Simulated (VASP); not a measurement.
Input of a VASP 6.6.1 run:

Contents of INCAR:

```
SYSTEM = La2O3
PREC = Accurate
ENCUT = 520
EDIFF = 1E-6
ISMEAR = -1
SIGMA = 0.02
LREAL = .False.
LASPH = .True.
NELM = 60
ALGO = Normal
ISIF = 2
LWAVE = .False.
LCHARG = .False.
GGA = PE
NBANDS = 28
```

File KPOINTS:

```
regular mesh
0
Gamma
  12 12 4
  0 0 0
```

File POSCAR:

```
La2O3
1.0
    3.8957505291      0.0000000000      0.0000000000
   -1.9478752646      3.3738189250      0.0000000000
    0.0000000000      0.0000000000      6.0649648814
La O
2 3
Direct
    0.6666666667      0.3333333333      0.7556050586
    0.3333333333      0.6666666667      0.2443949414
    0.6666666667      0.3333333333      0.3537941607
    0.3333333333      0.6666666667      0.6462058393
    0.0000000000      0.0000000000      0.0000000000
```

Potentials or basis: VASP PAW PBE potentials, release 64 (La, O).

The run is started by

```sh
$ cat potpaw_PBE.64/La/POTCAR potpaw_PBE.64/O/POTCAR > POTCAR
$ mpirun -np 1 vasp_std > vasp.out
```

(1) Predict the largest force.

(2) What does it give for the pressure?

(3) Predict the band gap on the k mesh.

Results:

(1) 0.042 eV/Å.

(2) 5.0 GPa.

(3) 3.88 eV, indirect (least direct gap 3.98 eV).

Caveat: the cell differs from its parent crystal (strain -1.0%); spin-orbit coupling is left out, which moves the levels of the heavy elements.
